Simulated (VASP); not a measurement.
Write the native input for VASP 6.6.1 that does the following.

| Item | Value |
| --- | --- |
| Task | single point |
| Functional | r2SCAN |
| Potentials or basis | VASP PAW PBE potentials, release 64 (Te) |
| Cutoff | 550 eV |
| k mesh | 14 × 10 × 6 |
| Occupations | gaussian, width 0.1 eV |
| Spin | no spin polarisation |
| Dipole correction | no |
| Further INCAR settings | ALGO = Normal; EDIFF = 1e-06; NBANDS = 20 |

Te:

```
CELL_PARAMETERS angstrom
3.17277 0.00000 0.00000
0.00000 4.55758 0.00000
0.00000 0.00000 9.05036
ATOMIC_POSITIONS crystal
Te 0.50000 0.54023 0.76053
Te 0.50000 0.45977 0.26053
Te 0.50000 0.98869 0.00947
Te 0.50000 0.01131 0.50947
```

These files were run (other wordings do the same):

POSCAR

```
Te
1.0
    3.1727706777      0.0000000000      0.0000000000
    0.0000000000      4.5575826687      0.0000000000
    0.0000000000      0.0000000000      9.0503601639
Te
4
Direct
    0.5000000000      0.5402297818      0.7605330489
    0.5000000000      0.4597702182      0.2605330489
    0.5000000000      0.9886914509      0.0094669511
    0.5000000000      0.0113085491      0.5094669511
```

INCAR.step1

```
SYSTEM = Te
PREC     = Accurate       ! precision mode
ENCUT    = 550            ! plane-wave cutoff, eV
ISMEAR   = 0              ! smearing method
SIGMA    = 0.1            ! smearing width, eV
LREAL    = .False.        ! projectors in reciprocal space
LASPH    = .True.         ! aspherical terms in the spheres
NELM     = 120            ! most SCF steps
NBANDS   = 20             ! bands
GGA      = PE             ! functional
ALGO     = Normal         ! electronic algorithm
EDIFF    = 1E-5           ! SCF threshold, eV
LWAVE    = .True.         ! write WAVECAR
LCHARG   = .False.        ! write CHGCAR
GGA_COMPAT= .False.
```

INCAR.step2

```
SYSTEM = Te
PREC     = Accurate       ! precision mode
ENCUT    = 550            ! plane-wave cutoff, eV
EDIFF    = 1E-6           ! SCF threshold, eV
ISMEAR   = 0              ! smearing method
SIGMA    = 0.1            ! smearing width, eV
LREAL    = .False.        ! projectors in reciprocal space
LASPH    = .True.         ! aspherical terms in the spheres
NELM     = 120            ! most SCF steps
ALGO     = Normal         ! electronic algorithm
ISIF     = 2              ! what is computed and relaxed
LWAVE    = .False.        ! write WAVECAR
LCHARG   = .False.        ! write CHGCAR
METAGGA  = R2SCAN         ! meta-GGA
LMIXTAU  = .True.       
NBANDS   = 20             ! bands
ISTART   = 1            
GGA_COMPAT= .False.
```

KPOINTS

```
regular mesh
0
Gamma
  14 10 6
  0 0 0
```

Potentials or basis: VASP PAW PBE potentials, release 64 (Te).

Run with:

```console
$ cat potpaw_PBE.64/Te/POTCAR > POTCAR
$ cp INCAR.step1 INCAR
$ mpirun -np 1 vasp_std > vasp.out
$ cp INCAR.step2 INCAR
$ mpirun -np 1 vasp_std > vasp.out
```

It gave:

```json
{
 "Pressure": "0.0 GPa",
 "Largest force": "0.003 eV/Å",
 "Band gap on the k mesh": "zero (bands 12 and 13 overlap by 4.09 eV)"
}
```

Caveat: the PAW data sets were made with another functional, which shifts forces and pressure a little; spin-orbit coupling is left out, which moves the levels of the heavy elements.

It took 8.1 min on 1 thread of Intel(R) Xeon(R) 6975P-C (Granite Rapids) (shared host), peak memory 0.54 GiB.
